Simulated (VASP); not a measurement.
# TmI4 (Fmmm) in VASP: relaxation of cell and atoms with PBE

Aim: the relaxation of cell and atoms of TmI4 with PBE.

All numbers are computed with VASP 6.6.1; they aren't measurements. Logs are shortened: lines on timing, memory, paths and dates and some standing lists are left out, and cuts for length are marked.

## 1. The cell of the first run

Symmetry: Fmmm, No. 69, orthorhombic system. Conventional cell: a = 6.043 Å, b = 11.476 Å, c = 12.893 Å, α = 90.00°, β = 90.00°, γ = 90.00°. Tm (site symmetry mmm) has 4 I at 2.97 Å within 3.9 Å. I (site symmetry m) has 4 I at 2.60 to 3.33 Å and 1 Tm at 2.97 Å within 3.4 Å.

The cell was generated, and may not be a known phase.

## 2. Relaxation of cell and atoms, PBE

Input file INCAR:

```
ALGO     = Normal         # electronic algorithm
EDIFF    = 1E-7           # SCF threshold, eV
EDIFFG   = -0.08          # ionic threshold
ENCUT    = 500            # plane-wave cutoff, eV
GGA      = PE             # functional
GGA_COMPAT= F            
IBRION   = 2              # ionic algorithm
ISIF     = 3              # what is computed and relaxed
ISMEAR   = 0              # smearing method
LASPH    = T              # aspherical terms in the spheres
LCHARG   = F              # write CHGCAR
LMAXMIX  = 6              # l up to which the mixer works
LREAL    = F              # projectors in reciprocal space
LWAVE    = F              # write WAVECAR
NELM     = 200            # most SCF steps
NELMIN   = 4            
NSW      = 36             # ionic steps
PREC     = Accurate       # precision mode
SIGMA    = 0.2            # smearing width, eV
```

Input file KPOINTS:

```
k-points
0
Gamma
  3 3 3
```

Input file POSCAR:

```
TmI4
1.0
    0.0000000000      5.7381918800      6.4464925600
    3.0213227400      0.0000000000      6.4464925600
    3.0213227400      5.7381918800      0.0000000000
Tm I
1 4
Direct
    0.0000000000      0.0000000000      0.0000000000
    0.6796937600      0.9064857000      0.0935143000
    0.3203062400      0.0935143000      0.9064857000
    0.9064857000      0.6796937600      0.3203062400
    0.0935143000      0.3203062400      0.6796937600
```

Potentials or basis: VASP PAW PBE potentials, release 64 (Tm_3, I), 4f in core.

The run is started by

```console
> cat potpaw_PBE.64/Tm_3/POTCAR potpaw_PBE.64/I/POTCAR > POTCAR
> mpirun -np 1 vasp_std > vasp.out
```

OUTCAR:

```text
EDIFF = 1E-7
   EDIFFG = -0.08
   ENCUT = 500
   GGA = PE
   IBRION = 2
   ISIF = 3
   ISMEAR = 0
   LASPH = T
   LREAL = F
   NELM = 200
   NELMIN = 4
   NSW = 36
   PREC = Accurate

 ion  position               nearest neighbor table
   1  0.000  0.000  0.000-   2 2.97   3 2.97   4 2.97   5 2.97
   2  0.680  0.906  0.094-   4 2.60   1 2.97   5 3.22   5 3.22   3 3.33
   3  0.320  0.094  0.906-   5 2.60   1 2.97   4 3.22   4 3.22   2 3.33
   4  0.906  0.680  0.320-   2 2.60   1 2.97   3 3.22   3 3.22   5 3.33
   5  0.094  0.320  0.680-   3 2.60   1 2.97   2 3.22   2 3.22   4 3.33

  LATTYP: Found a face centered orthorhombic cell.
 ALAT       =     6.0426454800
 B/A-ratio  =     1.8992316855
 C/A-ratio  =     2.1336656540

  Lattice vectors:

 A1 = (   0.0000000000,   5.7381918800,   6.4464925600)
 A2 = (   3.0213227400,   0.0000000000,   6.4464925600)
 A3 = (   3.0213227400,   5.7381918800,   0.0000000000)

Analysis of symmetry for initial positions (statically):
=====================================================================
 Subroutine PRICEL returns:
 Original cell was already a primitive cell.

 Routine SETGRP: Setting up the symmetry group for a
 face centered orthorhombic supercell.

 Subroutine GETGRP returns: Found  8 space group operations
 (whereof  8 operations were pure point group operations)
 out of a pool of  8 trial point group operations.

The static configuration has the point symmetry D_2h.

Analysis of symmetry for dynamics (positions and initial velocities):
=====================================================================
 Subroutine PRICEL returns:
 Original cell was already a primitive cell.

 Routine SETGRP: Setting up the symmetry group for a
 face centered orthorhombic supercell.

 Subroutine GETGRP returns: Found  8 space group operations
 (whereof  8 operations were pure point group operations)
 out of a pool of  8 trial point group operations.

The dynamic configuration has the point symmetry D_2h.

 Subroutine INISYM returns: Found  8 space group operations
 (whereof  8 operations are pure point group operations),
 and found     1 'primitive' translations

----------------------------------------------------------------------------------------

                                     Primitive cell

  volume of cell :     223.5248

  direct lattice vectors                    reciprocal lattice vectors
     0.000000000  5.738191880  6.446492560    -0.165490430  0.087135462  0.077561557
     3.021322740  0.000000000  6.446492560     0.165490430 -0.087135462  0.077561557
     3.021322740  5.738191880  0.000000000     0.165490430  0.087135462 -0.077561557

  length of vectors
     8.630417857  7.119386029  6.485000937     0.202473372  0.202473372  0.202473372

  position of ions in fractional coordinates (direct lattice)
     0.000000000  0.000000000  0.000000000
     0.679693760  0.906485700  0.093514300
     0.320306240  0.093514300  0.906485700
     0.906485700  0.679693760  0.320306240
     0.093514300  0.320306240  0.679693760

  ion indices of the primitive-cell ions
   primitive index   ion index
                 1           1
                 2           2
                 3           3
                 4           4
                 5           5

----------------------------------------------------------------------------------------

 KPOINTS: k-points

Automatic generation of k-mesh.
 Grid dimensions read from file:
 generate k-points for:    3    3    3

 Generating k-lattice:

  Cartesian coordinates                     Fractional coordinates (reciprocal lattice)
    -0.055163477  0.029045154  0.025853852     0.333333333  0.000000000  0.000000000
     0.055163477 -0.029045154  0.025853852     0.000000000  0.333333333  0.000000000
     0.055163477  0.029045154 -0.025853852    -0.000000000 -0.000000000  0.333333333

  Length of vectors
     0.067491124  0.067491124  0.067491124

  Shift w.r.t. Gamma in fractional coordinates (k-lattice)
     0.000000000  0.000000000  0.000000000

 Subroutine IBZKPT returns following result:
 ===========================================

 Found      8 irreducible k-points:

 Following reciprocal coordinates:
            Coordinates               Weight
  0.000000  0.000000  0.000000      1.000000
  0.333333  0.000000  0.000000      8.000000
  0.333333  0.333333  0.000000      2.000000
 -0.333333  0.333333  0.000000      4.000000
  0.333333  0.000000  0.333333      2.000000
 -0.333333 -0.000000  0.333333      4.000000
  0.000000  0.333333  0.333333      2.000000
 -0.333333  0.333333  0.333333      4.000000
   k-points           NKPTS =      8   k-points in BZ     NKDIM =      8   number of bands    NBANDS=     22
   number of dos      NEDOS =    301   number of ions     NIONS =      5
   total plane-waves  NPLWV = 165888
   dimension x,y,z NGX =    64 NGY =   54 NGZ =   48
   dimension x,y,z NGXF=   128 NGYF=  108 NGZF=   96
   ions per type =               1   4
   NGX,Y,Z   is equivalent  to a cutoff of  12.33, 12.61, 12.31 a.u.
   NGXF,Y,Z  is equivalent  to a cutoff of  24.66, 25.22, 24.61 a.u.
 SYSTEM =  unknown system
   PREC   = accura    normal or accurate (medium, high low for compatibility)
   ISTART =      0    job   : 0-new  1-cont  2-samecut
   ICHARG =      2    charge: 1-file 2-atom 10-const
   ISPIN  =      1    spin polarized calculation?
   LNONCOLLINEAR =      F non collinear calculations
   LSORBIT =      F    spin-orbit coupling
   LASPH  =      T    aspherical Exc in radial PAW
   ENCUT  =  500.0 eV  36.75 Ry    6.06 a.u.  15.74 12.98 11.82*2*pi/ulx,y,z
   NELM   =    200;   NELMIN=  4; NELMDL= -5     # of ELM steps
   EDIFF  = 0.1E-06   stopping-criterion for ELM
   LREAL  =      F    real-space projection
   EDIFFG = -.8E-01   stopping-criterion for IOM
   NSW    =     36    number of steps for IOM
   IBRION =      2    ionic relax: 0-MD 1-quasi-New 2-CG
   NFREE  =      1    steps in history (QN), initial steepest desc. (CG)
   ISIF   =      3    stress and relaxation
   ISYM   =      2    0-nonsym 1-usesym 2-fastsym
   POTIM  = 0.5000    time-step for ionic-motion
   TEBEG  =    0.0;   TEEND  =   0.0 temperature during run
   PSTRESS=    0.0 pullay stress
   NELECT =      37.0000    total number of electrons
   NUPDOWN=      -1.0000    fix difference up-down
   EMIN   =  10.00;   EMAX   =-10.00  energy-range for DOS
   EFERMI =   0.00;   METHOD = LEGACY
   ISMEAR =     0;   SIGMA  =   0.20  broadening in eV -4-tet -1-fermi 0-gaus
   EFERMI_NEDOS =   21; number of points for ismear=-14 and -15
   IALGO  =     38    algorithm
   IMIX   =      4    mixing-type and parameters
     AMIX     =   0.40;   BMIX     =  1.00
     AMIX_MAG =   1.60;   BMIX_MAG =  1.00
  volume/ion in A,a.u.               =      44.70       301.68
  Fermi-wavevector in a.u.,A,eV,Ry     =   0.898877  1.698631 10.993229  0.807980
  Thomas-Fermi vector in A             =   2.021641
   LORBIT       =      0    0 simple, 1 ext, 2 COOP (PROOUT), +10 PAW based schemes
   GGA     = PE    functional components
   LHFCALC =     F    Hartree Fock is set to
   AEXX    =    0.0000 exact exchange contribution
   IVDW    =     0    specifies the selected vdW correction
   LEPSILON=     F    determine dielectric tensor
   LRPA    =     F    only Hartree local field effects (RPA)
 conjugate gradient relaxation of ions
 non-spin polarized calculation
 Gauss-broadening in eV      SIGMA  =   0.20
  energy-cutoff  :      500.00
  volume of cell :      223.52
 maximum number of plane-waves:      5688
   NGX = 31   NGY = 25   NGZ = 23

--------------------------------------- Ionic step        1  -------------------------------------------

 number of electron      37.0000000 magnetization

 Free energy of the ion-electron system (eV)
  ---------------------------------------------------
  ext. energy  EPLUGINS =         0.00000000
  ---------------------------------------------------
  free energy    TOTEN  =        -7.38315433 eV

  energy without entropy =       -7.31980710  energy(sigma->0) =       -7.35148072

------------------------ aborting loop because EDIFF is reached ----------------------------------------

  FORCE on cell =-STRESS in cart. coord.  units (eV):
  Direction    XX          YY          ZZ          XY          YZ          ZX
  --------------------------------------------------------------------------------------
  -------------------------------------------------------------------------------------
  Total       16.3979335     28.7747726      0.7664836      0.0000000      0.0000000      0.0000000
  in kB      117.5368468    206.2513571      5.4939887      0.0000000      0.0000000      0.0000000
  external PRESSURE =     109.7607308 kB  Pullay stress =       0.0000000 kB
[... 98 lines left out ...]
  FREE ENERGIE OF THE ION-ELECTRON SYSTEM (eV)
  ---------------------------------------------------
  free  energy   TOTEN  =       -12.0889680760 eV

  energy  without entropy=      -11.9938197236  energy(sigma->0) =      -12.04139390

 E-fermi :   0.2584     XC(G=0):  -6.2451

 val. band max:        0.2048579885   @ k =  -0.3333   0.3333   0.3333
 cond. band min:       0.2846460573   @ k =  -0.3333  -0.0000   0.3333
 fundamental gap:      0.0797880688
 Fermi energy:         0.2583953395

 k-point     1 :       0.0000    0.0000    0.0000
  band No.  band energies     occupation
      1     -27.5789      2.00000
      2     -27.1838      2.00000
      3     -27.0039      2.00000
      4     -12.0660      2.00000
      5     -11.3957      2.00000
      6     -11.1949      2.00000
[... 174 lines left out ...]
      6     -11.4163      2.00000
[... 14 lines left out ...]
     21       1.9198      0.00000
     22       2.1244      0.00000

[... ionic steps 4 to 14 ...]

--------------------------------------- Ionic step       15  -------------------------------------------

 number of electron      37.0000002 magnetization

------------------------ aborting loop because EDIFF is reached ----------------------------------------

  FORCE on cell =-STRESS in cart. coord.  units (eV):
  Direction    XX          YY          ZZ          XY          YZ          ZX
  --------------------------------------------------------------------------------------
  -------------------------------------------------------------------------------------
  Total        0.0897879     -0.4207743      0.1174214      0.0000000      0.0000000      0.0000000
  in kB        0.3927463     -1.8405328      0.5136198      0.0000000      0.0000000      0.0000000
  external PRESSURE =      -0.3113889 kB  Pullay stress =       0.0000000 kB
[... 63 lines left out ...]
  energy  without entropy=      -13.7714494361  energy(sigma->0) =      -13.84294171

--------------------------------------- Ionic step       17  -------------------------------------------

 number of electron      36.9999999 magnetization

 Free energy of the ion-electron system (eV)
  ---------------------------------------------------
  ext. energy  EPLUGINS =         0.00000000
  ---------------------------------------------------
  free energy    TOTEN  =       -13.91970605 eV

  energy without entropy =      -13.77844928  energy(sigma->0) =      -13.84907766

 E-fermi :  -1.9239     XC(G=0):  -5.4595

 val. band max:       -1.9357342363   @ k =   0.3333   0.3333   0.0000
 cond. band min:      -1.9202021554   @ k =  -0.3333  -0.0000   0.3333
 fundamental gap:      0.0155320809
 Fermi energy:        -1.9239406340

 k-point     1 :       0.0000    0.0000    0.0000
  band No.  band energies     occupation
      1     -27.5635      2.00000
      2     -27.1392      2.00000
      3     -27.1360      2.00000
      4     -13.1770      2.00000
      5     -12.8340      2.00000
      6     -12.8227      2.00000
[... 221 lines left out ...]
  FREE ENERGIE OF THE ION-ELECTRON SYSTEM (eV)
  ---------------------------------------------------
  free  energy   TOTEN  =       -13.9197060521 eV

  energy  without entropy=      -13.7784492752  energy(sigma->0) =      -13.84907766

 reached required accuracy - stopping structural energy minimisation
```

Run time: 8.9 min. Hardware: 1 thread of AMD EPYC 9R45 (Zen 5), shared host; peak memory 0.43 GiB.

What came out:

- Free energy: -13.9197 eV
- Relaxed volume: 77.06 Å³/atom
- Relaxed cell: a = 9.775 Å, b = 6.872 Å, c = 9.389 Å, α = 72.02°, β = 41.97°, γ = 66.01°
- Space group after relaxing (to 0.1 Å): Fmmm (No. 69)
- Energy gained by relaxing: 1307.3 meV/atom
- Ionic steps: 17
- Pressure after relaxing: 0.0 GPa
- Largest force after relaxing: 0.062 eV/Å
- Band gap on the k mesh: zero (an odd number of electrons rules out a gap without spin polarisation)

Forces in eV/Å, atoms in the order of the input:
```
Tm   0.000  0.000  0.000
I    0.000  0.041 -0.047
I    0.000 -0.041  0.047
I    0.000 -0.041 -0.047
I    0.000  0.041  0.047
```

Step by step:
| step | energy change (eV) | largest force (eV/Å) | pressure (GPa) | volume (Å³) |
| --- | --- | --- | --- | --- |
| 1 | 0.0000 | 5.2171 | 10.98 | 223.52 |
| 2 | -4.6098 | 1.5611 | -2.31 | 333.21 |
| 3 | -4.7058 | 1.5129 | -1.31 | 303.84 |
| 4 | -4.7155 | 1.5284 | -1.66 | 311.76 |
| 5 | -6.1767 | 0.6413 | -0.30 | 299.64 |
| 6 | -6.3569 | 0.0759 | 0.79 | 293.36 |
| 7 | -6.3587 | 0.0890 | 1.03 | 292.15 |
| 8 | -6.4384 | 0.1663 | 0.27 | 307.87 |
| 9 | -6.4536 | 0.3545 | -0.35 | 324.50 |
| 10 | -6.4553 | 0.3083 | -0.21 | 320.44 |
| 11 | -6.4887 | 0.1694 | 0.03 | 326.41 |
| 12 | -6.4982 | 0.1231 | 0.29 | 331.75 |
| 13 | -6.5132 | 0.1164 | 0.04 | 345.03 |
| 14 | -6.5173 | 0.1580 | -0.14 | 357.42 |
| 15 | -6.5271 | 0.0951 | -0.03 | 366.28 |
| 16 | -6.5313 | 0.0903 | 0.10 | 375.79 |
| 17 | -6.5366 | 0.0624 | 0.00 | 385.28 |

Final structure:
```
Tm I
1.0
     0.00000    8.26048    5.22559
     4.46274    0.00000    5.22559
     4.46274    8.26048    0.00000
Tm I
1 4
Direct
  0.00000 0.00000 0.00000
  0.68401 0.93262 0.06738
  0.31599 0.06738 0.93262
  0.93262 0.68401 0.31599
  0.06738 0.31599 0.68401
```

Levels at points of the mesh, in eV from the Fermi level:
```csv
k point,band 17,band 18,band 19,band 20,band 21,band 22
"(0.00, 0.00, 0.00)",-0.41,-0.19,-0.05,2.47,3.48,3.60
```

Caveat: the k points lie up to 0.33 Å⁻¹ apart in the final cell, too coarse for converged energies and pressures of a metal; the volume moved by over 15 % at a fixed basis, so the end points are rough; spin-orbit coupling is left out, which moves the levels of the heavy elements; the 4f electrons are frozen in the core, so they carry no moment and show no levels; an odd number of electrons without spin polarisation forces a metal; a magnetic or distorted state may lie lower; the run has no spin polarisation, though such a crystal can be magnetic; the relaxation stopped at a loose force limit of 0.08 eV/Å, so its end isn't a converged minimum. Spin polarisation is off, so any magnetic state and its effect on volume and gap are missing.
